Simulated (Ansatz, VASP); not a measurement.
Two plane-wave programs on Si4Sn

```
Si Sn
1.0
     1.90364    1.09907    8.30970
    -1.90364    1.09907    8.30970
     0.00000   -2.19814    8.30970
Si Sn
4 1
Direct
  0.74931 0.74931 0.74931
  0.45245 0.45245 0.45245
  0.54755 0.54755 0.54755
  0.25069 0.25069 0.25069
  0.00000 0.00000 0.00000
```

Change from the starting cell: the structure that the rattled cell fell into.

Alike in both runs: functional PBE; k mesh 12 × 12 × 12; occupations gaussian, width 0.1 eV; no spin polarisation.

Ansatz relaxed the structure, and its values are those at the end. VASP's run is a single point on that final structure, the one shown.

|  | VASP | Ansatz |
| --- | --- | --- |
| version | VASP 6.6.1 | Ansatz 0.2.0 |
| potentials or method | VASP PAW PBE potentials, release 64 (Si, Sn_d), cutoff 520 eV | scalar-relativistic, plane waves, PAW |
| valence electrons in the cell | 30 | 30 |

```csv
,VASP,Ansatz,Ansatz less VASP
gap on the k mesh at the Fermi level (eV),none,none,-
pressure (GPa),-0.1,0.0,+0.07
```

A gap of «none» marks a metal or a gap that the smearing closes. The functional is the same, so the differences come from potentials, cutoffs and numerics.
